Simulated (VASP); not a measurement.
# CaMg3 (I4/mmm) in VASP: a series of runs

The runs below take CaMg3 through single point, relaxation of cell and atoms, with LDA.

Everything below comes from runs of VASP 6.6.1. Logs are shortened: lines on timing, memory, paths and dates and some standing lists are left out, and cuts for length are marked.

### 1 The cell of the first run

The typed cell holds 4 atoms: a = 5.157 Å, b = 5.157 Å, c = 5.157 Å, α = 119.97°, β = 119.97°, γ = 90.05°.

### 2 Single point, LDA

INCAR reads:

```
SYSTEM = CaMg3
ALGO     = Fast           ! electronic algorithm
EDIFF    = 1E-6           ! SCF threshold, eV
ENCUT    = 520            ! plane-wave cutoff, eV
GGA      = CA             ! functional
ISIF     = 2              ! what is computed and relaxed
ISMEAR   = 0              ! smearing method
LASPH    = .TRUE.         ! aspherical terms in the spheres
LCHARG   = .FALSE.        ! write CHGCAR
LREAL    = .FALSE.        ! projectors in reciprocal space
LWAVE    = .FALSE.        ! write WAVECAR
NBANDS   = 16             ! bands
NELM     = 60             ! most SCF steps
PREC     = Accurate       ! precision mode
SIGMA    = 0.1            ! smearing width, eV
```

KPOINTS reads:

```
k-points
0
G
  12 12 12
  0 0 0
```

POSCAR reads:

```
CaMg3
1.0
   -2.5796123721      2.5796123721      3.6450635269
    2.5796123721     -2.5796123721      3.6450635269
    2.5796123721      2.5796123721     -3.6450635269
Ca Mg
1 3
Direct
    0.0000000000      0.0000000000      0.0000000000
    0.5000000000      0.5000000000      0.0000000000
    0.2500000000      0.7500000000      0.5000000000
    0.7500000000      0.2500000000      0.5000000000
```

Potentials or basis: VASP PAW LDA potentials, release 64 (Ca_sv, Mg).

Command:

```
$ cat potpaw_LDA.64/Ca_sv/POTCAR potpaw_LDA.64/Mg/POTCAR > POTCAR
$ mpirun -np 1 vasp_std > vasp.out
```

OUTCAR:

```text
SYSTEM = CaMg3
   EDIFF = 1E-6
   ENCUT = 520
   GGA = CA
   ISIF = 2
   ISMEAR = 0
   LASPH = .TRUE.
   LREAL = .FALSE.
   NELM = 60
   PREC = Accurate

 ion  position               nearest neighbor table
   1  0.000  0.000  0.000-   4 3.16   3 3.16   3 3.16   4 3.16   3 3.16   4 3.16   4 3.16   3 3.16

   2  0.500  0.500  0.000-   3 3.16   4 3.16   3 3.16   4 3.16   3 3.16   4 3.16   3 3.16   4 3.16

   3  0.250  0.750  0.500-   1 3.16   2 3.16   1 3.16   2 3.16   1 3.16   2 3.16   1 3.16   2 3.16
                             4 3.65   4 3.65   4 3.65   4 3.65   4 3.65   4 3.65
   4  0.750  0.250  0.500-   2 3.16   1 3.16   1 3.16   2 3.16   1 3.16   2 3.16   2 3.16   1 3.16
                             3 3.65   3 3.65   3 3.65   3 3.65   3 3.65   3 3.65

  LATTYP: Found a body centered tetragonal cell.
 ALAT       =     5.1592247442
 C/A-ratio  =     1.4130276185

  Lattice vectors:

 A1 = (  -2.5796123721,   2.5796123721,   3.6450635269)
 A2 = (   2.5796123721,  -2.5796123721,   3.6450635269)
 A3 = (   2.5796123721,   2.5796123721,  -3.6450635269)

Analysis of symmetry for initial positions (statically):
=====================================================================
 Subroutine PRICEL returns:
 Original cell was already a primitive cell.

 Routine SETGRP: Setting up the symmetry group for a
 body centered tetragonal supercell.

 Subroutine GETGRP returns: Found 16 space group operations
 (whereof 16 operations were pure point group operations)
 out of a pool of 16 trial point group operations.

The static configuration has the point symmetry D_4h.

Analysis of symmetry for dynamics (positions and initial velocities):
=====================================================================
 Subroutine PRICEL returns:
 Original cell was already a primitive cell.

 Routine SETGRP: Setting up the symmetry group for a
 body centered tetragonal supercell.

 Subroutine GETGRP returns: Found 16 space group operations
 (whereof 16 operations were pure point group operations)
 out of a pool of 16 trial point group operations.

The dynamic configuration has the point symmetry D_4h.

 Subroutine INISYM returns: Found 16 space group operations
 (whereof 16 operations are pure point group operations),
 and found     1 'primitive' translations

----------------------------------------------------------------------------------------

                                     Primitive cell

  volume of cell :      97.0228

  direct lattice vectors                    reciprocal lattice vectors
    -2.579612372  2.579612372  3.645063527     0.000000000  0.193827571  0.137171821
     2.579612372 -2.579612372  3.645063527     0.193827571  0.000000000  0.137171821
     2.579612372  2.579612372 -3.645063527     0.193827571  0.193827571  0.000000000

  length of vectors
     5.157061964  5.157061964  5.157061964     0.237455755  0.237455755  0.274113580

  position of ions in fractional coordinates (direct lattice)
     0.000000000  0.000000000  0.000000000
     0.500000000  0.500000000  0.000000000
     0.250000000  0.750000000  0.500000000
     0.750000000  0.250000000  0.500000000

  ion indices of the primitive-cell ions
   primitive index   ion index
                 1           1
                 2           2
                 3           3
                 4           4

----------------------------------------------------------------------------------------

 KPOINTS: k-points

Automatic generation of k-mesh.
 Grid dimensions read from file:
 generate k-points for:   12   12   12

 Generating k-lattice:

  Cartesian coordinates                     Fractional coordinates (reciprocal lattice)
     0.000000000  0.016152298  0.011430985     0.083333333  0.000000000  0.000000000
     0.016152298  0.000000000  0.011430985     0.000000000  0.083333333  0.000000000
     0.016152298  0.016152298  0.000000000     0.000000000  0.000000000  0.083333333

  Length of vectors
     0.019787980  0.019787980  0.022842798

  Shift w.r.t. Gamma in fractional coordinates (k-lattice)
     0.000000000  0.000000000  0.000000000

 Subroutine IBZKPT returns following result:
 ===========================================

 Found    163 irreducible k-points:

 Following reciprocal coordinates:
            Coordinates               Weight
  0.000000  0.000000  0.000000      1.000000
  0.083333  0.000000 -0.000000      8.000000
  0.166667 -0.000000  0.000000      8.000000
  0.250000  0.000000 -0.000000      8.000000
  0.333333  0.000000 -0.000000      8.000000
  0.416667  0.000000 -0.000000      8.000000
[... 16 lines left out ...]
  0.500000  0.166667 -0.000000     16.000000
 -0.416667  0.166667  0.000000     16.000000
 [... further k-points ...]
   k-points           NKPTS =    163   k-points in BZ     NKDIM =    163   number of bands    NBANDS=     16
   number of dos      NEDOS =    301   number of ions     NIONS =      4
   total plane-waves  NPLWV =  64000
   dimension x,y,z NGX =    40 NGY =   40 NGZ =   40
   dimension x,y,z NGXF=    80 NGYF=   80 NGZF=   80
   ions per type =               1   3
   NGX,Y,Z   is equivalent  to a cutoff of  12.89, 12.89, 12.89 a.u.
   NGXF,Y,Z  is equivalent  to a cutoff of  25.79, 25.79, 25.79 a.u.
 SYSTEM =  CaMg3
   PREC   = accura    normal or accurate (medium, high low for compatibility)
   ISTART =      0    job   : 0-new  1-cont  2-samecut
   ICHARG =      2    charge: 1-file 2-atom 10-const
   ISPIN  =      1    spin polarized calculation?
   LNONCOLLINEAR =      F non collinear calculations
   LSORBIT =      F    spin-orbit coupling
   LASPH  =      T    aspherical Exc in radial PAW
   ENCUT  =  520.0 eV  38.22 Ry    6.18 a.u.   9.59  9.59  9.59*2*pi/ulx,y,z
   NELM   =     60;   NELMIN=  2; NELMDL= -5     # of ELM steps
   EDIFF  = 0.1E-05   stopping-criterion for ELM
   LREAL  =      F    real-space projection
   EDIFFG = 0.1E-04   stopping-criterion for IOM
   NSW    =      0    number of steps for IOM
   IBRION =     -1    ionic relax: 0-MD 1-quasi-New 2-CG
   NFREE  =      0    steps in history (QN), initial steepest desc. (CG)
   ISIF   =      2    stress and relaxation
   ISYM   =      2    0-nonsym 1-usesym 2-fastsym
   POTIM  = 0.5000    time-step for ionic-motion
   TEBEG  =    0.0;   TEEND  =   0.0 temperature during run
   PSTRESS=    0.0 pullay stress
   NELECT =      16.0000    total number of electrons
   NUPDOWN=      -1.0000    fix difference up-down
   EMIN   =  10.00;   EMAX   =-10.00  energy-range for DOS
   EFERMI =   0.00;   METHOD = LEGACY
   ISMEAR =     0;   SIGMA  =   0.10  broadening in eV -4-tet -1-fermi 0-gaus
   EFERMI_NEDOS =   21; number of points for ismear=-14 and -15
   IALGO  =     68    algorithm
   IMIX   =      4    mixing-type and parameters
     AMIX     =   0.40;   BMIX     =  1.00
     AMIX_MAG =   1.60;   BMIX_MAG =  1.00
  volume/ion in A,a.u.               =      24.26       163.69
  Fermi-wavevector in a.u.,A,eV,Ry     =   0.897753  1.696507 10.965756  0.805960
  Thomas-Fermi vector in A             =   2.020377
   LORBIT       =      0    0 simple, 1 ext, 2 COOP (PROOUT), +10 PAW based schemes
   GGA     = CA    functional components
   LHFCALC =     F    Hartree Fock is set to
   AEXX    =    0.0000 exact exchange contribution
   IVDW    =     0    specifies the selected vdW correction
   LEPSILON=     F    determine dielectric tensor
   LRPA    =     F    only Hartree local field effects (RPA)
 non-spin polarized calculation
 RMM-DIIS sequential band-by-band and
 Gauss-broadening in eV      SIGMA  =   0.10
  energy-cutoff  :      520.00
  volume of cell :       97.02
 maximum number of plane-waves:      2666
   NGX = 19   NGY = 19   NGZ = 19

 number of electron      16.0000002 magnetization

 Free energy of the ion-electron system (eV)
  ---------------------------------------------------
  ext. energy  EPLUGINS =         0.00000000
  ---------------------------------------------------
  free energy    TOTEN  =        -8.05417992 eV

  energy without entropy =       -8.04424567  energy(sigma->0) =       -8.04921280

 E-fermi :   2.6038     XC(G=0):  -8.8855

 val. band max:        2.5830096160   @ k =  -0.0833  -0.2500   0.0833
 cond. band min:       2.6166783865   @ k =  -0.0833   0.3333   0.0833
 fundamental gap:      0.0336687705
 Fermi energy:         2.6038382336

 k-point     1 :       0.0000    0.0000    0.0000
  band No.  band energies     occupation
      1     -38.0073      2.00000
      2     -19.3651      2.00000
      3     -19.3651      2.00000
      4     -19.3649      2.00000
      5      -3.5615      2.00000
      6       2.7461      0.04430
[... 8 lines left out ...]
     15       7.0896      0.00000
     16       7.5043      0.00000

 k-point     2 :       0.0833    0.0000   -0.0000
  band No.  band energies     occupation
      1     -38.0073      2.00000
      2     -19.3657      2.00000
      3     -19.3652      2.00000
      4     -19.3650      2.00000
      5      -3.4988      2.00000
      6       2.4158      1.99218
[... 8 lines left out ...]
     15       7.0920      0.00000
     16       7.4177      0.00000

 k-point     3 :       0.1667   -0.0000    0.0000
  band No.  band energies     occupation
      1     -38.0073      2.00000
      2     -19.3676      2.00000
      3     -19.3655      2.00000
      4     -19.3653      2.00000
      5      -3.3121      2.00000
      6       1.7033      2.00000
[... 8 lines left out ...]
     15       6.4939      0.00000
     16       7.2734      0.00000
[... 362 lines left out ...]
 k-point    23 :       0.5000    0.1667   -0.0000
  band No.  band energies     occupation
      1     -38.0070      2.00000
      2     -19.3742      2.00000
      3     -19.3680      2.00000
      4     -19.3670      2.00000
      5      -1.6670      2.00000
      6      -0.7548      2.00000
[... 8 lines left out ...]
     15       7.9927      0.00000
     16       8.0875      0.00000

 k-point    24 :      -0.4167    0.1667    0.0000
  band No.  band energies     occupation
      1     -38.0070      2.00000
      2     -19.3731      2.00000
      3     -19.3675      2.00000
      4     -19.3670      2.00000
      5      -2.2126      2.00000
      6      -0.0242      2.00000
[... 8 lines left out ...]
     15       7.6465      0.00000
     16       7.6967      0.00000

 [... further k-points ...]

------------------------ aborting loop because EDIFF is reached ----------------------------------------

  FORCE on cell =-STRESS in cart. coord.  units (eV):
  Direction    XX          YY          ZZ          XY          YZ          ZX
  --------------------------------------------------------------------------------------
  -------------------------------------------------------------------------------------
  Total       -0.1768632     -0.1768632     -0.1680707      0.0000000     -0.0000000      0.0000000
  in kB       -2.9206132     -2.9206132     -2.7754186      0.0000000     -0.0000000      0.0000000
  external PRESSURE =      -2.8722150 kB  Pullay stress =       0.0000000 kB

 VOLUME and BASIS-vectors are now :
 -----------------------------------------------------------------------------
  energy-cutoff  :      520.00
  volume of cell :       97.02
      direct lattice vectors                 reciprocal lattice vectors
    -2.579612372  2.579612372  3.645063527     0.000000000  0.193827571  0.137171821
     2.579612372 -2.579612372  3.645063527     0.193827571  0.000000000  0.137171821
     2.579612372  2.579612372 -3.645063527     0.193827571  0.193827571  0.000000000

 POSITION                                       TOTAL-FORCE (eV/Angst)
 -----------------------------------------------------------------------------------
      0.00000      0.00000      0.00000         0.000000      0.000000      0.000000
      0.00000      0.00000      3.64506         0.000000      0.000000      0.000000
      2.57961     -0.00000      1.82253        -0.000000      0.000000      0.000000
     -0.00000      2.57961      1.82253        -0.000000     -0.000000     -0.000000
 -----------------------------------------------------------------------------------
    total drift:                               -0.000000     -0.000000     -0.000000

  FREE ENERGIE OF THE ION-ELECTRON SYSTEM (eV)
  ---------------------------------------------------
  free  energy   TOTEN  =        -8.0541799207 eV

  energy  without entropy=       -8.0442456716  energy(sigma->0) =       -8.04921280
```

Run time: 3.3 min. Hardware: 1 thread of Intel Xeon 6975P-C (Granite Rapids), shared host; peak memory 0.39 GiB.

Results:

```yaml
Free_energy: -8.0542 eV
Pressure: -0.3 GPa
Band_gap_on_the_k_mesh: zero (bands 8 and 9 overlap by 1.18 eV)
```

### 3 Relaxation of cell and atoms, LDA

This run uses another cell than the first one, of 26.15 Å³/atom.

INCAR reads:

```
  PREC = Accurate
  ENCUT = 600
  EDIFF = 1E-6
  ISMEAR = 0
  SIGMA = 0.1
  LREAL = False
  LASPH = True
  NELM = 100
  ALGO = Fast
  ISIF = 3
  LWAVE = False
  LCHARG = False
  IBRION = 2
  NSW = 70
  EDIFFG = -0.005
```

KPOINTS reads:

```
regular mesh
0
Gamma
  12 12 12
```

POSCAR reads:

```
CaMg3
1.0
   -2.6461994948      2.6461994948      3.7344137868
    2.6461994948     -2.6461994948      3.7344137868
    2.6461994948      2.6461994948     -3.7344137868
Ca Mg
1 3
Direct
    0.0000000000      0.0000000000      0.0000000000
    0.5000000000      0.5000000000      0.0000000000
    0.2500000000      0.7500000000      0.5000000000
    0.7500000000      0.2500000000      0.5000000000
```

Potentials or basis: VASP PAW LDA potentials, release 64 (Ca_sv, Mg).

Command:

```
$ cat potpaw_LDA.64/Ca_sv/POTCAR potpaw_LDA.64/Mg/POTCAR > POTCAR
$ mpirun -np 1 vasp_std > vasp.out
```

It took 9.3 min on 1 thread of Intel Xeon 6975P-C (Granite Rapids), shared host; peak memory 0.45 GiB.

Results (log left out):

```yaml
Free_energy: -8.0553 eV
Relaxed_volume: 24.06 Å³/atom
Relaxed_cell: a = 5.142 Å, b = 5.142 Å, c = 5.142 Å, α = 119.94°, β = 119.94°, γ = 90.11°
Space_group_after_relaxing_to_0.1_Å: Fm-3m (No. 225)
Energy_gained_by_relaxing: 17.4 meV/atom
Ionic_steps: 3
Pressure_after_relaxing: 0.0 GPa
Band_gap_on_the_k_mesh: zero (bands 8 and 9 overlap by 1.18 eV)
```

Step by step:
```tsv
step	energy change (eV)	largest force (eV/Å)	pressure (GPa)	volume (Å³)
1	0.0000	0.0000	-2.49	104.60
2	-0.0636	0.0000	-0.81	98.55
3	-0.0695	0.0000	0.01	96.23
```

Final structure:
```
Ca Mg
1.0
    -2.57340    2.57340    3.63264
     2.57340   -2.57340    3.63264
     2.57340    2.57340   -3.63264
Ca Mg
1 3
Direct
  0.00000 0.00000 0.00000
  0.50000 0.50000 0.00000
  0.25000 0.75000 0.50000
  0.75000 0.25000 0.50000
```

Levels at points of the mesh, in eV from the Fermi level:
| k point | band 4 | band 5 | band 6 | band 7 | band 8 | band 9 | band 10 | band 11 | band 12 |
| --- | --- | --- | --- | --- | --- | --- | --- | --- | --- |
| (0.00, 0.00, 0.00) | -21.95 | -6.19 | 0.14 | 0.14 | 0.14 | 1.87 | 1.88 | 2.06 | 2.07 |
| (0.50, 0.00, 0.00) | -21.95 | -4.14 | -3.94 | -0.17 | -0.16 | 1.62 | 1.63 | 1.65 | 1.78 |
| (0.50, 0.50, 0.00) | -21.95 | -3.43 | -3.39 | -1.56 | -0.70 | -0.70 | 0.43 | 2.74 | 2.75 |
| (0.50, 0.50, 0.50) | -21.95 | -3.42 | -3.38 | -1.57 | -0.71 | -0.71 | 0.42 | 2.74 | 2.75 |

The gap in the log of VASP goes by the Fermi energy; the results here count the filled bands.